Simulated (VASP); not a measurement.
Crystal: Fe.

```
Fe
1.0
     0.00000    2.51451    2.51451
     2.51451    0.00000    2.51451
     2.51451    2.51451    0.00000
Fe
2
Direct
  0.12500 0.12500 0.12500
  0.87500 0.87500 0.87500
```

* Program: VASP 6.6.1
* Task: relaxation of cell and atoms
* Functional: revPBE
* Potentials or basis: VASP PAW PBE potentials, release 64 (Fe)
* Cutoff: 600 eV
* k mesh: 11 × 11 × 11
* Occupations: fermi-dirac, width 0.1 eV
* Spin: no spin polarisation

At the start: pressure -10.0 GPa; volume 15.90 Å³/atom.

Question: How do energy, volume and symmetry change on relaxing?

Answer: Over 3 steps the energy falls by 43.3 meV/atom and the volume is 14.62 Å³/atom (-8.0 %); space group Fd-3m (No. 227, to 0.05 Å).

The path:
| step | energy change (eV) | largest force (eV/Å) | pressure (GPa) | volume (Å³) |
| --- | --- | --- | --- | --- |
| 1 | 0.0000 | 0.0000 | -9.98 | 31.80 |
| 2 | -0.0335 | 0.0000 | 10.21 | 27.46 |
| 3 | -0.0866 | 0.0000 | -0.08 | 29.24 |

Final structure:
```yaml
crystal:
  lattice:
    - [0.00000, 2.44516, 2.44516]
    - [2.44516, 0.00000, 2.44516]
    - [2.44516, 2.44516, 0.00000]
  atoms:
    - { symbol: Fe, position: [0.12500, 0.12500, 0.12500] }
    - { symbol: Fe, position: [0.87500, 0.87500, 0.87500] }
```

Caveat: the PAW data sets were made with another functional, which shifts forces and pressure a little; the run has no spin polarisation, though such a crystal can be magnetic.
